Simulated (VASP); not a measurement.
Runs of VASP 6.6.1 on CuO. The cells are those of the table. 

```tsv
level	potentials or basis	U	cell	gap on the mesh (eV)	pressure (GPa)	largest force (eV/Å)
r2SCAN+U	VASP PAW PBE potentials, release 64 (Cu, O)	Cu d U = 5.0 eV	a = 2.988, b = 2.816, c = 5.493 Å, angles 74.9, 74.3, 66.2°, 4 atoms	none	(c)	1.47
LDA	VASP PAW LDA potentials, release 64 (Cu, O)	-	a = 3.008, b = 2.835, c = 5.529 Å, angles 74.9, 74.3, 66.2°, 4 atoms	none	(a)	1.36
BLYP	VASP PAW PBE potentials, release 64 (Cu, O)	-	a = 3.008, b = 2.835, c = 5.529 Å, angles 74.9, 74.3, 66.2°, 4 atoms	none	0.5	1.67
PBE+U	VASP PAW PBE potentials, release 64 (Cu, O)	Cu d U = 4.5 eV	a = 2.988, b = 2.816, c = 5.493 Å, angles 74.9, 74.3, 66.2°, 4 atoms	none	-6.1	1.50
r2SCAN+U	VASP PAW PBE potentials, release 64 (Cu, O)	Cu d U = 4.0 eV	a = 2.988, b = 2.816, c = 5.493 Å, angles 74.9, 74.3, 66.2°, 4 atoms	none	(b)	1.52
BLYP	VASP PAW PBE potentials, release 64 (Cu, O)	-	a = 2.988, b = 2.816, c = 5.493 Å, angles 74.9, 74.3, 66.2°, 4 atoms	none	3.7	1.78
BLYP	VASP PAW PBE potentials, release 64 (Cu, O)	-	a = 3.028, b = 2.853, c = 5.565 Å, angles 74.9, 74.3, 66.2°, 4 atoms	none	-2.3	1.56
LDA	VASP PAW LDA potentials, release 64 (Cu, O)	-	a = 2.988, b = 2.816, c = 5.493 Å, angles 74.9, 74.3, 66.2°, 4 atoms	none	-18.2	1.47
r2SCAN+U	VASP PAW PBE potentials, release 64 (Cu, O)	Cu d U = 6.0 eV	a = 2.988, b = 2.816, c = 5.493 Å, angles 74.9, 74.3, 66.2°, 4 atoms	none	-13.7	1.42
LDA	VASP PAW LDA potentials, release 64 (Cu, O)	-	a = 3.028, b = 2.853, c = 5.565 Å, angles 74.9, 74.3, 66.2°, 4 atoms	none	-22.6	1.26
```

Alike in all rows: task single point; no spin polarisation; k mesh 10 × 10 × 5; cutoff (eV) 520; smearing fermi-dirac 0.05 eV.

**Question.** Fill in the values left out.

**Answer.** (a) -20.6; (b) -12.6; (c) -13.1.

Caveats: the cell stands under tension (at least some runs); the PAW data sets were made with another functional, which shifts forces and pressure a little (at least some runs); semilocal functionals often make such compounds metallic where correlation or magnetic order opens a gap, which also shifts bond lengths (at least some runs); U without spin polarisation on a metal has little footing (at least some runs); forces of over 1 eV/Å act on the atoms, so gaps and moduli don't describe the material at rest (at least some runs); the cell stands under pressure (at least some runs).

A gap of «none» marks levels without a gap at the run's occupations.
